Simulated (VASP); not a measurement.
Set up this calculation in VASP 6.6.1, as the native input.

* Task: relaxation of cell and atoms
* Functional: PBE
* Potentials or basis: VASP PAW PBE potentials, release 64 (Mg, O)
* Cutoff: 600 eV
* k mesh: 16 × 16 × 16
* Occupations: fermi-dirac, width 0.08 eV
* Spin: no spin polarisation
* Target pressure: 62 GPa
* Dipole correction: no
* Further INCAR settings: ALGO = Normal; EDIFF = 1e-07; IBRION = 2; EDIFFG = -0.005; NSW = 60; ISIF = 3

The structure of MgO (zincblende type) lies in POSCAR:

```
MgO
1.0
    0.0000000000      2.0316318779      2.0316318779
    2.0316318779      0.0000000000      2.0316318779
    2.0316318779      2.0316318779      0.0000000000
Mg O
1 1
Direct
    0.0000000000      0.0000000000      0.0000000000
    0.2500000000      0.2500000000      0.2500000000
```

These files were run (other wordings do the same):

INCAR

```
SYSTEM = MgO
PREC = Accurate
ENCUT = 600
EDIFF = 1E-7
ISMEAR = -1
SIGMA = 0.08
LREAL = .False.
LASPH = .True.
NELM = 60
ALGO = Normal
ISIF = 3
LWAVE = .False.
LCHARG = .False.
GGA = PE
IBRION = 2
NSW = 60
EDIFFG = -0.005
PSTRESS = 620.0
```

KPOINTS

```
Automatic mesh
0
Gamma
  16 16 16
  0 0 0
```

Potentials or basis: VASP PAW PBE potentials, release 64 (Mg, O).

Launch:

```console
$ cat potpaw_PBE.64/Mg/POTCAR potpaw_PBE.64/O/POTCAR > POTCAR
$ mpirun -np 1 vasp_std > vasp.out
```

Results of the run:

```json
{"Relaxed volume": "9.12 Å³/atom", "Relaxed cell": "a = 2.955 Å, b = 2.955 Å, c = 2.955 Å, α = 60.00°, β = 60.00°, γ = 60.00°", "Space group after relaxing (to 0.05 Å)": "F-43m (No. 216)", "Energy change on relaxing (the enthalpy is what falls)": "-355.9 meV/atom", "Ionic steps": "16", "Pressure after relaxing": "62.0 GPa", "Band gap on the k mesh": "5.35 eV, indirect (least direct gap 5.35 eV)"}
```

Caveat: the cell is relaxed towards a set pressure, so the enthalpy falls and the energy may rise.

Run time: 82 s on 1 thread of AMD EPYC 9R45 96-Core Processor (Zen 5), with other jobs on the host, peak memory 0.14 GiB.
